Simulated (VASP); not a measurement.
# Hg (P2_1/c) in VASP: relaxation of cell and atoms with PBE

Aim: the relaxation of cell and atoms of Hg with PBE.

Everything below comes from runs of VASP 6.6.1. Logs are shortened: lines on timing, memory, paths and dates and some standing lists are left out, and cuts for length are marked.

## Step 1: The cell of the first run

Symmetry: P2_1/c, No. 14, monoclinic system. Conventional cell: a = 6.326 Å, b = 6.876 Å, c = 6.869 Å, α = 90.00°, β = 114.40°, γ = 90.00°. Within 4.5 Å of Hg (site symmetry -1) lie 6 Hg at 3.45 to 3.79 Å. Within 4.5 Å of Hg (site symmetry 1) lie 8 Hg at 3.45 to 3.79 Å.

## Step 2: Relaxation of cell and atoms, PBE

Contents of INCAR:

```
SYSTEM = Hg
ALGO = Normal ; EDIFF = 1E-6
EDIFFG = -0.01 ; ENCUT = 600
GGA = PE ; IBRION = 2
ISIF = 3 ; ISMEAR = 0
LASPH = .True. ; LCHARG = .False.
LREAL = .False. ; LWAVE = .False.
NELM = 100 ; NSW = 100
PREC = Accurate ; SIGMA = 0.2605
```

Contents of KPOINTS:

```
k-points
0
Gamma
  5 4 4
  0 0 0
```

Contents of POSCAR:

```
Hg
1.0
    6.3264429100      0.0000000000      0.0000000000
    0.0000000000      6.8763506300      0.0000000000
   -2.8377542100      0.0000000000      6.2557963000
Hg
6
Direct
    0.0000000000      0.0000000000      0.0000000000
    0.0000000000      0.5000000000      0.5000000000
    0.4250000000      0.3600000000      0.2650000000
    0.5750000000      0.8600000000      0.2350000000
    0.5750000000      0.6400000000      0.7350000000
    0.4250000000      0.1400000000      0.7650000000
```

Potentials or basis: VASP PAW PBE potentials, release 64 (Hg).

Launch:

```bash
$ cat potpaw_PBE.64/Hg/POTCAR > POTCAR
$ mpirun -np 1 vasp_std > vasp.out
```

OUTCAR:

```text
SYSTEM = Hg
   EDIFF = 1E-6
   EDIFFG = -0.01
   ENCUT = 600
   GGA = PE
   IBRION = 2
   ISIF = 3
   ISMEAR = 0
   LASPH = .True.
   LREAL = .False.
   NELM = 100
   NSW = 100
   PREC = Accurate

 ion  position               nearest neighbor table
   1  0.000  0.000  0.000-   4 3.45   6 3.45   5 3.55   3 3.55   6 3.79   4 3.79
   2  0.000  0.500  0.500-   5 3.45   3 3.45   6 3.55   4 3.55   3 3.79   5 3.79
   3  0.425  0.360  0.265-   2 3.45   5 3.54   1 3.55   4 3.60   4 3.60   6 3.75   6 3.75   2 3.79

   4  0.575  0.860  0.235-   1 3.45   6 3.54   2 3.55   3 3.60   3 3.60   5 3.75   5 3.75   1 3.79

   5  0.575  0.640  0.735-   2 3.45   3 3.54   1 3.55   6 3.60   6 3.60   4 3.75   4 3.75   2 3.79

   6  0.425  0.140  0.765-   1 3.45   4 3.54   2 3.55   5 3.60   5 3.60   3 3.75   3 3.75   1 3.79

  LATTYP: Found a simple monoclinic cell.
 ALAT       =     6.3264429100
 B/A-ratio  =     1.0869221026
 C/A-ratio  =     1.0858140045
 COS(beta)  =    -0.4131043276

  Lattice vectors:

 A1 = (   6.3264429100,   0.0000000000,   0.0000000000)
 A2 = (   0.0000000000,   6.8763506300,   0.0000000000)
 A3 = (  -2.8377542100,   0.0000000000,   6.2557963000)

Analysis of symmetry for initial positions (statically):
=====================================================================
 Subroutine PRICEL returns:
 Original cell was already a primitive cell.

 Routine SETGRP: Setting up the symmetry group for a
 simple monoclinic supercell.

 Subroutine GETGRP returns: Found  4 space group operations
 (whereof  2 operations were pure point group operations)
 out of a pool of  4 trial point group operations.

The static configuration has the point symmetry S_2 .
 The point group associated with its full space group is C_2h.

Analysis of symmetry for dynamics (positions and initial velocities):
=====================================================================
 Subroutine PRICEL returns:
 Original cell was already a primitive cell.

 Routine SETGRP: Setting up the symmetry group for a
 simple monoclinic supercell.

 Subroutine GETGRP returns: Found  4 space group operations
 (whereof  2 operations were pure point group operations)
 out of a pool of  4 trial point group operations.

The dynamic configuration has the point symmetry S_2 .
 The point group associated with its full space group is C_2h.

 Subroutine INISYM returns: Found  4 space group operations
 (whereof  2 operations are pure point group operations),
 and found     1 'primitive' translations

----------------------------------------------------------------------------------------

                                     Primitive cell

  volume of cell :     272.1449

  direct lattice vectors                    reciprocal lattice vectors
     6.326442910  0.000000000  0.000000000     0.158066707  0.000000000  0.071702217
     0.000000000  6.876350630  0.000000000     0.000000000  0.145425976  0.000000000
    -2.837754210  0.000000000  6.255796300     0.000000000  0.000000000  0.159851752

  length of vectors
     6.326442910  6.876350630  6.869340311     0.173569271  0.145425976  0.159851752

  position of ions in fractional coordinates (direct lattice)
     0.000000000  0.000000000  0.000000000
     0.000000000  0.500000000  0.500000000
     0.425000000  0.360000000  0.265000000
     0.575000000  0.860000000  0.235000000
     0.575000000  0.640000000  0.735000000
     0.425000000  0.140000000  0.765000000

  ion indices of the primitive-cell ions
   primitive index   ion index
                 1           1
                 2           2
                 3           3
                 4           4
                 5           5
                 6           6

----------------------------------------------------------------------------------------

 KPOINTS: k-points

Automatic generation of k-mesh.
 Grid dimensions read from file:
 generate k-points for:    5    4    4

 Generating k-lattice:

  Cartesian coordinates                     Fractional coordinates (reciprocal lattice)
     0.031613341  0.000000000  0.014340443     0.200000000  0.000000000  0.000000000
     0.000000000  0.036356494  0.000000000     0.000000000  0.250000000  0.000000000
     0.000000000  0.000000000  0.039962938     0.000000000  0.000000000  0.250000000

  Length of vectors
     0.034713854  0.036356494  0.039962938

  Shift w.r.t. Gamma in fractional coordinates (k-lattice)
     0.000000000  0.000000000  0.000000000

 Subroutine IBZKPT returns following result:
 ===========================================

 Found     33 irreducible k-points:

 Following reciprocal coordinates:
            Coordinates               Weight
  0.000000  0.000000  0.000000      1.000000
  0.200000  0.000000  0.000000      2.000000
  0.400000  0.000000  0.000000      2.000000
  0.000000  0.250000  0.000000      2.000000
  0.200000  0.250000  0.000000      4.000000
  0.400000  0.250000  0.000000      4.000000
[... 16 lines left out ...]
 -0.400000  0.500000  0.250000      2.000000
 -0.200000  0.500000  0.250000      2.000000
 [... further k-points ...]
   k-points           NKPTS =     33   k-points in BZ     NKDIM =     33   number of bands    NBANDS=     43
   number of dos      NEDOS =    301   number of ions     NIONS =      6
   total plane-waves  NPLWV = 169344
   dimension x,y,z NGX =    54 NGY =   56 NGZ =   56
   dimension x,y,z NGXF=   108 NGYF=  112 NGZF=  112
   ions per type =               6
   NGX,Y,Z   is equivalent  to a cutoff of  14.19, 13.54, 13.55 a.u.
   NGXF,Y,Z  is equivalent  to a cutoff of  28.38, 27.08, 27.11 a.u.
 SYSTEM =  Hg
   PREC   = accura    normal or accurate (medium, high low for compatibility)
   ISTART =      0    job   : 0-new  1-cont  2-samecut
   ICHARG =      2    charge: 1-file 2-atom 10-const
   ISPIN  =      1    spin polarized calculation?
   LNONCOLLINEAR =      F non collinear calculations
   LSORBIT =      F    spin-orbit coupling
   LASPH  =      T    aspherical Exc in radial PAW
   ENCUT  =  600.0 eV  44.10 Ry    6.64 a.u.  12.64 13.73 13.72*2*pi/ulx,y,z
   NELM   =    100;   NELMIN=  2; NELMDL= -5     # of ELM steps
   EDIFF  = 0.1E-05   stopping-criterion for ELM
   LREAL  =      F    real-space projection
   EDIFFG = -.1E-01   stopping-criterion for IOM
   NSW    =    100    number of steps for IOM
   IBRION =      2    ionic relax: 0-MD 1-quasi-New 2-CG
   NFREE  =      1    steps in history (QN), initial steepest desc. (CG)
   ISIF   =      3    stress and relaxation
   ISYM   =      2    0-nonsym 1-usesym 2-fastsym
   POTIM  = 0.5000    time-step for ionic-motion
   TEBEG  =    0.0;   TEEND  =   0.0 temperature during run
   PSTRESS=    0.0 pullay stress
   NELECT =      72.0000    total number of electrons
   NUPDOWN=      -1.0000    fix difference up-down
   EMIN   =  10.00;   EMAX   =-10.00  energy-range for DOS
   EFERMI =   0.00;   METHOD = LEGACY
   ISMEAR =     0;   SIGMA  =   0.26  broadening in eV -4-tet -1-fermi 0-gaus
   EFERMI_NEDOS =   21; number of points for ismear=-14 and -15
   IALGO  =     38    algorithm
   IMIX   =      4    mixing-type and parameters
     AMIX     =   0.40;   BMIX     =  1.00
     AMIX_MAG =   1.60;   BMIX_MAG =  1.00
  volume/ion in A,a.u.               =      45.36       306.09
  Fermi-wavevector in a.u.,A,eV,Ry     =   1.050959  1.986024 15.027824  1.104514
  Thomas-Fermi vector in A             =   2.185983
   LORBIT       =      0    0 simple, 1 ext, 2 COOP (PROOUT), +10 PAW based schemes
   GGA     = PE    functional components
   LHFCALC =     F    Hartree Fock is set to
   AEXX    =    0.0000 exact exchange contribution
   IVDW    =     0    specifies the selected vdW correction
   LEPSILON=     F    determine dielectric tensor
   LRPA    =     F    only Hartree local field effects (RPA)
 conjugate gradient relaxation of ions
 non-spin polarized calculation
 Gauss-broadening in eV      SIGMA  =   0.26
  energy-cutoff  :      600.00
  volume of cell :      272.14
 maximum number of plane-waves:      9108
 NGX is ok and might be reduce to    54
   NGX = 25   NGY = 27   NGZ = 27

--------------------------------------- Ionic step        1  -------------------------------------------

 number of electron      72.0000000 magnetization

 Free energy of the ion-electron system (eV)
  ---------------------------------------------------
  ext. energy  EPLUGINS =         0.00000000
  ---------------------------------------------------
  free energy    TOTEN  =        -0.90421833 eV

  energy without entropy =       -0.90421828  energy(sigma->0) =       -0.90421830

------------------------ aborting loop because EDIFF is reached ----------------------------------------

  FORCE on cell =-STRESS in cart. coord.  units (eV):
  Direction    XX          YY          ZZ          XY          YZ          ZX
  --------------------------------------------------------------------------------------
  -------------------------------------------------------------------------------------
  Total       -0.6741313     -0.7841045     -0.8608498      0.0000000      0.0000000      0.2084278
  in kB       -3.9687604     -4.6161968     -5.0680136      0.0000000      0.0000000      1.2270609
  external PRESSURE =      -4.5509903 kB  Pullay stress =       0.0000000 kB
[... 101 lines left out ...]
  FREE ENERGIE OF THE ION-ELECTRON SYSTEM (eV)
  ---------------------------------------------------
  free  energy   TOTEN  =        -0.9589364709 eV

  energy  without entropy=       -0.9589350012  energy(sigma->0) =       -0.95893574

[... ionic steps 4 to 13 ...]

--------------------------------------- Ionic step       14  -------------------------------------------

 number of electron      71.9999995 magnetization

------------------------ aborting loop because EDIFF is reached ----------------------------------------

  FORCE on cell =-STRESS in cart. coord.  units (eV):
  Direction    XX          YY          ZZ          XY          YZ          ZX
  --------------------------------------------------------------------------------------
  -------------------------------------------------------------------------------------
  Total        0.0761767      0.0160675     -0.0676194      0.0000000      0.0000000      0.0310029
  in kB        0.5417979      0.1142783     -0.4809350      0.0000000      0.0000000      0.2205044
  external PRESSURE =       0.0583804 kB  Pullay stress =       0.0000000 kB
[... 65 lines left out ...]
  energy  without entropy=       -1.0086277248  energy(sigma->0) =       -1.00865776

--------------------------------------- Ionic step       16  -------------------------------------------

 number of electron      72.0000000 magnetization

 Free energy of the ion-electron system (eV)
  ---------------------------------------------------
  ext. energy  EPLUGINS =         0.00000000
  ---------------------------------------------------
  free energy    TOTEN  =        -1.00898908 eV

  energy without entropy =       -1.00892675  energy(sigma->0) =       -1.00895792

 E-fermi :  -0.2130     XC(G=0):  -8.2871

 val. band max:       -0.7827348445   @ k =   0.0000   0.0000   0.0000
 cond. band min:       0.4056108124   @ k =   0.4000   0.2500   0.0000
 fundamental gap:      1.1883456569
 Fermi energy:        -0.2130483152

 k-point     1 :       0.0000    0.0000    0.0000
  band No.  band energies     occupation
      1      -7.0119      2.00000
      2      -6.5157      2.00000
      3      -6.5041      2.00000
      4      -6.4767      2.00000
      5      -6.4526      2.00000
      6      -6.3721      2.00000
[... 1093 lines left out ...]
     42       3.2986      0.00000
     43       4.4784      0.00000

 [... further k-points ...]

------------------------ aborting loop because EDIFF is reached ----------------------------------------

  FORCE on cell =-STRESS in cart. coord.  units (eV):
  Direction    XX          YY          ZZ          XY          YZ          ZX
  --------------------------------------------------------------------------------------
  -------------------------------------------------------------------------------------
  Total        0.0358261      0.0113203     -0.0388364      0.0000000      0.0000000     -0.0075330
  in kB        0.2540146      0.0802632     -0.2753578      0.0000000      0.0000000     -0.0534103
  external PRESSURE =       0.0196400 kB  Pullay stress =       0.0000000 kB
[... 21 lines left out ...]
  FREE ENERGIE OF THE ION-ELECTRON SYSTEM (eV)
  ---------------------------------------------------
  free  energy   TOTEN  =        -1.0089890787 eV

  energy  without entropy=       -1.0089267521  energy(sigma->0) =       -1.00895792

 reached required accuracy - stopping structural energy minimisation
```

Wall time 37 min (1 thread of Intel Xeon 6975P-C (Granite Rapids), shared host); peak memory 0.64 GiB.

Results:

| Item | Value |
| --- | --- |
| Free energy | -1.0090 eV |
| Relaxed volume | 37.66 Å³/atom |
| Relaxed cell | a = 6.023 Å, b = 6.557 Å, c = 6.227 Å, α = 90.00°, β = 113.22°, γ = 90.00° |
| Space group after relaxing (to 0.05 Å) | P2_1/c (No. 14) |
| Energy gained by relaxing | 17.5 meV/atom |
| Ionic steps | 16 |
| Pressure after relaxing | 0.0 GPa |
| Largest force after relaxing | 0.009 eV/Å |
| Band gap on the k mesh | 1.19 eV, indirect (least direct gap 1.41 eV) |

Forces on the atoms (eV/Å):
```
Hg   0.000  0.000  0.000
Hg   0.000  0.000  0.000
Hg  -0.005  0.006  0.005
Hg   0.005  0.006 -0.005
Hg   0.005 -0.006 -0.005
Hg  -0.005 -0.006  0.005
```

The path:
| step | energy change (eV) | largest force (eV/Å) | pressure (GPa) | volume (Å³) |
| --- | --- | --- | --- | --- |
| 1 | 0.0000 | 0.0376 | -0.46 | 272.14 |
| 2 | -0.0150 | 0.0386 | -0.43 | 267.10 |
| 3 | -0.0547 | 0.0435 | -0.34 | 252.33 |
| 4 | -0.0906 | 0.0675 | 0.09 | 224.40 |
| 5 | -0.0908 | 0.0635 | 0.02 | 227.33 |
| 6 | -0.0909 | 0.0647 | 0.04 | 226.41 |
| 7 | -0.0949 | 0.0558 | 0.04 | 226.01 |
| 8 | -0.1002 | 0.0320 | 0.05 | 224.75 |
| 9 | -0.1019 | 0.0241 | -0.02 | 226.33 |
| 10 | -0.1024 | 0.0198 | -0.04 | 227.28 |
| 11 | -0.1028 | 0.0130 | -0.09 | 229.18 |
| 12 | -0.1037 | 0.0101 | -0.04 | 228.36 |
| 13 | -0.1044 | 0.0093 | -0.04 | 227.33 |
| 14 | -0.1039 | 0.0182 | 0.01 | 225.27 |
| 15 | -0.1045 | 0.0109 | -0.02 | 226.68 |
| 16 | -0.1048 | 0.0091 | 0.00 | 225.97 |

Final structure:
```
Hg
1.0
     6.02150    0.00000    0.12553
     0.00000    6.55655    0.00000
    -2.57351    0.00000    5.66998
Hg
6
Direct
  0.00000 0.00000 0.00000
  0.00000 0.50000 0.50000
  0.41108 0.35122 0.26016
  0.58892 0.85122 0.23984
  0.58892 0.64878 0.73984
  0.41108 0.14878 0.76016
```

Levels at points of the mesh, in eV from the valence-band top:
| k point | band 34 | band 35 | band 36 | band 37 | band 38 | band 39 |
| --- | --- | --- | --- | --- | --- | --- |
| (0.00, 0.00, 0.00) | -1.09 | -0.35 | 0.00 | 1.80 | 1.84 | 2.75 |
| (0.00, 0.50, 0.00) | -0.49 | -0.33 | -0.33 | 1.87 | 1.87 | 2.71 |
| (0.00, 0.00, 0.50) | -1.21 | -0.62 | -0.62 | 1.64 | 1.64 | 3.07 |
| (0.00, 0.50, 0.50) | -2.69 | -0.27 | -0.27 | 1.70 | 1.70 | 4.60 |

Caveat: the volume moved by over 15 % at a fixed basis, so the end points are rough; spin-orbit coupling is left out, which moves the levels of the heavy elements; the volume moved by -17 % from the deposited cell, more than functionals usually miss.
